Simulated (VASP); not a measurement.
# Si (Fd-3m) in VASP: settings compared, part 2 of 2

VASP 6.6.1.

**4. Single point, PBE**

Input file INCAR:

```
PREC = Accurate
ENCUT = 520
EDIFF = 1E-7
ISMEAR = 0
SIGMA = 0.01
LREAL = F
LASPH = T
NELM = 100
ALGO = Normal
ISIF = 2
LWAVE = F
LCHARG = F
GGA = PE
NBANDS = 11
```

Input file KPOINTS:

```
regular mesh
0
Gamma
  4 4 4
```

Input file POSCAR:

```
Si
1.0
    0.0000000000      2.7221188958      2.7221188958
    2.7221188958      0.0000000000      2.7221188958
    2.7221188958      2.7221188958      0.0000000000
Si
2
Direct
    0.0000000000      0.0000000000      0.0000000000
    0.2500000000      0.2500000000      0.2500000000
```

Potentials or basis: VASP PAW PBE potentials, release 64 (Si).

Command:

```
$ cat potpaw_PBE.64/Si/POTCAR > POTCAR
$ mpirun -np 1 vasp_std > vasp.out
```

OUTCAR:

```text
PREC = Accurate
   ENCUT = 520
   EDIFF = 1E-7
   ISMEAR = 0
   LREAL = F
   LASPH = T
   NELM = 100
   ISIF = 2
   GGA = PE

 ion  position               nearest neighbor table
   1  0.000  0.000  0.000-   2 2.36   2 2.36   2 2.36   2 2.36
   2  0.250  0.250  0.250-   1 2.36   1 2.36   1 2.36   1 2.36

  LATTYP: Found a face centered cubic cell.
 ALAT       =     5.4442377916

  Lattice vectors:

 A1 = (   0.0000000000,   2.7221188958,   2.7221188958)
 A2 = (   2.7221188958,   0.0000000000,   2.7221188958)
 A3 = (   2.7221188958,   2.7221188958,   0.0000000000)

Analysis of symmetry for initial positions (statically):
=====================================================================
 Subroutine PRICEL returns:
 Original cell was already a primitive cell.

 Routine SETGRP: Setting up the symmetry group for a
 face centered cubic supercell.

 Subroutine GETGRP returns: Found 48 space group operations
 (whereof 24 operations were pure point group operations)
 out of a pool of 48 trial point group operations.

The static configuration has the point symmetry T_d .
 The point group associated with its full space group is O_h .

Analysis of symmetry for dynamics (positions and initial velocities):
=====================================================================
 Subroutine PRICEL returns:
 Original cell was already a primitive cell.

 Routine SETGRP: Setting up the symmetry group for a
 face centered cubic supercell.

 Subroutine GETGRP returns: Found 48 space group operations
 (whereof 24 operations were pure point group operations)
 out of a pool of 48 trial point group operations.

The dynamic configuration has the point symmetry T_d .
 The point group associated with its full space group is O_h .

 Subroutine INISYM returns: Found 48 space group operations
 (whereof 24 operations are pure point group operations),
 and found     1 'primitive' translations

----------------------------------------------------------------------------------------

                                     Primitive cell

  volume of cell :      40.3414

  direct lattice vectors                    reciprocal lattice vectors
     0.000000000  2.722118896  2.722118896    -0.183680441  0.183680441  0.183680441
     2.722118896  0.000000000  2.722118896     0.183680441 -0.183680441  0.183680441
     2.722118896  2.722118896  0.000000000     0.183680441  0.183680441 -0.183680441

  length of vectors
     3.849657461  3.849657461  3.849657461     0.318143857  0.318143857  0.318143857

  position of ions in fractional coordinates (direct lattice)
     0.000000000  0.000000000  0.000000000
     0.250000000  0.250000000  0.250000000

  ion indices of the primitive-cell ions
   primitive index   ion index
                 1           1
                 2           2

----------------------------------------------------------------------------------------

 KPOINTS: regular mesh

Automatic generation of k-mesh.
 Grid dimensions read from file:
 generate k-points for:    4    4    4

 Generating k-lattice:

[... 22 lines left out ...]
  0.500000  0.250000  0.000000     24.000000
 -0.250000  0.250000  0.000000     12.000000
  0.500000  0.500000  0.000000      3.000000
 -0.250000  0.500000  0.250000      6.000000
   k-points           NKPTS =      8   k-points in BZ     NKDIM =      8   number of bands    NBANDS=     11
   number of dos      NEDOS =    301   number of ions     NIONS =      2
   total plane-waves  NPLWV =  27000
   dimension x,y,z NGX =    30 NGY =   30 NGZ =   30
   dimension x,y,z NGXF=    60 NGYF=   60 NGZF=   60
   ions per type =               2
   NGX,Y,Z   is equivalent  to a cutoff of  12.96, 12.96, 12.96 a.u.
   NGXF,Y,Z  is equivalent  to a cutoff of  25.91, 25.91, 25.91 a.u.
 SYSTEM =  unknown system
   PREC   = accura    normal or accurate (medium, high low for compatibility)
   ISTART =      0    job   : 0-new  1-cont  2-samecut
   ICHARG =      2    charge: 1-file 2-atom 10-const
   ISPIN  =      1    spin polarized calculation?
   LNONCOLLINEAR =      F non collinear calculations
   LSORBIT =      F    spin-orbit coupling
   LASPH  =      T    aspherical Exc in radial PAW
   ENCUT  =  520.0 eV  38.22 Ry    6.18 a.u.   7.16  7.16  7.16*2*pi/ulx,y,z
   NELM   =    100;   NELMIN=  2; NELMDL= -5     # of ELM steps
   EDIFF  = 0.1E-06   stopping-criterion for ELM
   LREAL  =      F    real-space projection
   EDIFFG = 0.1E-05   stopping-criterion for IOM
   NSW    =      0    number of steps for IOM
   IBRION =     -1    ionic relax: 0-MD 1-quasi-New 2-CG
   NFREE  =      0    steps in history (QN), initial steepest desc. (CG)
   ISIF   =      2    stress and relaxation
   ISYM   =      2    0-nonsym 1-usesym 2-fastsym
   POTIM  = 0.5000    time-step for ionic-motion
   TEBEG  =    0.0;   TEEND  =   0.0 temperature during run
   PSTRESS=    0.0 pullay stress
   NELECT =       8.0000    total number of electrons
   NUPDOWN=      -1.0000    fix difference up-down
   EMIN   =  10.00;   EMAX   =-10.00  energy-range for DOS
   EFERMI =   0.00;   METHOD = LEGACY
   ISMEAR =     0;   SIGMA  =   0.01  broadening in eV -4-tet -1-fermi 0-gaus
   EFERMI_NEDOS =   21; number of points for ismear=-14 and -15
   IALGO  =     38    algorithm
   IMIX   =      4    mixing-type and parameters
     AMIX     =   0.40;   BMIX     =  1.00
     AMIX_MAG =   1.60;   BMIX_MAG =  1.00
  volume/ion in A,a.u.               =      20.17       136.12
  Fermi-wavevector in a.u.,A,eV,Ry     =   0.954672  1.804069 12.400344  0.911400
  Thomas-Fermi vector in A             =   2.083440
   LORBIT       =      0    0 simple, 1 ext, 2 COOP (PROOUT), +10 PAW based schemes
   GGA     = PE    functional components
   LHFCALC =     F    Hartree Fock is set to
   AEXX    =    0.0000 exact exchange contribution
   IVDW    =     0    specifies the selected vdW correction
   LEPSILON=     F    determine dielectric tensor
   LRPA    =     F    only Hartree local field effects (RPA)
 non-spin polarized calculation
 Gauss-broadening in eV      SIGMA  =   0.01
  energy-cutoff  :      520.00
  volume of cell :       40.34
 maximum number of plane-waves:      1106
 NGX is ok and might be reduce to    30
   NGX = 15   NGY = 15   NGZ = 15

 number of electron       8.0000001 magnetization

 Free energy of the ion-electron system (eV)
  ---------------------------------------------------
  ext. energy  EPLUGINS =         0.00000000
  ---------------------------------------------------
  free energy    TOTEN  =       -10.66104740 eV

  energy without entropy =      -10.66104740  energy(sigma->0) =      -10.66104740

 E-fermi :   5.8888     XC(G=0):  -9.3530

 val. band max:        5.7945072584   @ k =   0.0000   0.0000   0.0000
 cond. band min:       6.5027971633   @ k =   0.5000   0.5000   0.0000
 fundamental gap:      0.7082899049
 Fermi energy:         5.8888272708

 k-point     1 :       0.0000    0.0000    0.0000
  band No.  band energies     occupation
      1      -6.1201      2.00000
      2       5.7945      2.00000
      3       5.7945      2.00000
      4       5.7945      2.00000
      5       8.3388      0.00000
      6       8.3388      0.00000
      7       8.3388      0.00000
      8       9.0857      0.00000
      9      13.4884      0.00000
     10      13.4884      0.00000
     11      13.7244      0.00000
[... 85 lines left out ...]
 k-point     8 :      -0.2500    0.5000    0.2500
  band No.  band energies     occupation
      1      -1.8381      2.00000
      2      -1.8381      2.00000
      3       1.9636      2.00000
      4       1.9636      2.00000
      5      10.0527      0.00000
      6      10.0527      0.00000
      7      10.7596      0.00000
      8      10.7596      0.00000
      9      16.3233      0.00000
     10      16.3233      0.00000
     11      18.7646      0.00000

------------------------ aborting loop because EDIFF is reached ----------------------------------------

  FORCE on cell =-STRESS in cart. coord.  units (eV):
  Direction    XX          YY          ZZ          XY          YZ          ZX
  --------------------------------------------------------------------------------------
  -------------------------------------------------------------------------------------
  Total        0.4640619      0.4640619      0.4640619      0.0000000      0.0000000      0.0000000
  in kB       18.4304202     18.4304202     18.4304202      0.0000000      0.0000000      0.0000000
  external PRESSURE =      18.4304202 kB  Pullay stress =       0.0000000 kB

 VOLUME and BASIS-vectors are now :
 -----------------------------------------------------------------------------
  energy-cutoff  :      520.00
  volume of cell :       40.34
      direct lattice vectors                 reciprocal lattice vectors
     0.000000000  2.722118896  2.722118896    -0.183680441  0.183680441  0.183680441
     2.722118896  0.000000000  2.722118896     0.183680441 -0.183680441  0.183680441
     2.722118896  2.722118896  0.000000000     0.183680441  0.183680441 -0.183680441

 POSITION                                       TOTAL-FORCE (eV/Angst)
 -----------------------------------------------------------------------------------
      0.00000      0.00000      0.00000        -0.000000     -0.000000     -0.000000
      1.36106      1.36106      1.36106         0.000000      0.000000      0.000000
 -----------------------------------------------------------------------------------
    total drift:                               -0.000000     -0.000000     -0.000000

  FREE ENERGIE OF THE ION-ELECTRON SYSTEM (eV)
  ---------------------------------------------------
  free  energy   TOTEN  =       -10.6610473960 eV

  energy  without entropy=      -10.6610473960  energy(sigma->0) =      -10.66104740
```

Run time: 4.6 s. Hardware: 1 thread of Intel Xeon Platinum 8375C at 2.90GHz (Ice Lake), shared host; peak memory 0.15 GiB.

What came out:

| Item | Value |
| --- | --- |
| Free energy | -10.6610 eV |
| Pressure | 1.8 GPa |
| Band gap on the k mesh | 0.71 eV, indirect (least direct gap 2.54 eV) |

Caveat: the k points lie up to 0.50 Å⁻¹ apart.

**5. Single point, PBE**

Input file INCAR:

```
SYSTEM = Si
PREC     = Accurate       ! precision mode
ENCUT    = 520            ! plane-wave cutoff, eV
EDIFF    = 1E-6           ! SCF threshold, eV
ISMEAR   = 0              ! smearing method
SIGMA    = 0.01           ! smearing width, eV
LREAL    = .FALSE.        ! projectors in reciprocal space
LASPH    = .TRUE.         ! aspherical terms in the spheres
NELM     = 100            ! most SCF steps
ALGO     = Normal         ! electronic algorithm
ISIF     = 2              ! what is computed and relaxed
LWAVE    = .FALSE.        ! write WAVECAR
LCHARG   = .FALSE.        ! write CHGCAR
GGA      = PE             ! functional
NBANDS   = 11             ! bands
```

Input file KPOINTS:

```
regular mesh
0
G
  6 6 6
  0 0 0
```

POSCAR is that of step 4.

Command:

```
$ cat potpaw_PBE.64/Si/POTCAR > POTCAR
$ mpirun -np 1 vasp_std > vasp.out
```

Run time: 6.1 s. Hardware: 1 thread of Intel Xeon Platinum 8375C at 2.90GHz (Ice Lake), shared host; peak memory 0.15 GiB.

It converged, with:

```yaml
Free_energy: -10.8240 eV
Pressure: 1.3 GPa
Band_gap_on_the_k_mesh: 0.72 eV, indirect (least direct gap 2.56 eV)
```

Levels at points of the mesh, in eV from the valence-band top:
```csv
k point,band 1,band 2,band 3,band 4,band 5,band 6,band 7,band 8
"(0.00, 0.00, 0.00)",-11.91,0.00,0.00,0.00,2.56,2.56,2.56,3.29
"(0.50, 0.00, 0.00)",-9.59,-6.93,-1.19,-1.19,1.51,3.34,3.34,7.72
"(0.50, 0.50, 0.00)",-7.79,-7.79,-2.83,-2.83,0.72,0.72,10.05,10.05
```

**6. Overview**

```csv
level,potentials or basis,k mesh,gap on the mesh (eV),pressure (GPa)
PBE,"VASP PAW PBE potentials, release 64 (Si)",4 × 4 × 4,0.71,1.8
LDA,"VASP PAW LDA potentials, release 64 (Si)",4 × 4 × 4,0.59,-1.5
PBE,"VASP PAW PBE potentials, release 64 (Si)",6 × 6 × 6,0.72,1.3
```

Alike in all rows: task single point; no spin polarisation; cell as given; cutoff (eV) 520; smearing gaussian 0.01 eV.

Caveats: some runs use coarse meshes.

Total energies depend on the potentials used, so only differences within one code and one set of settings carry meaning.
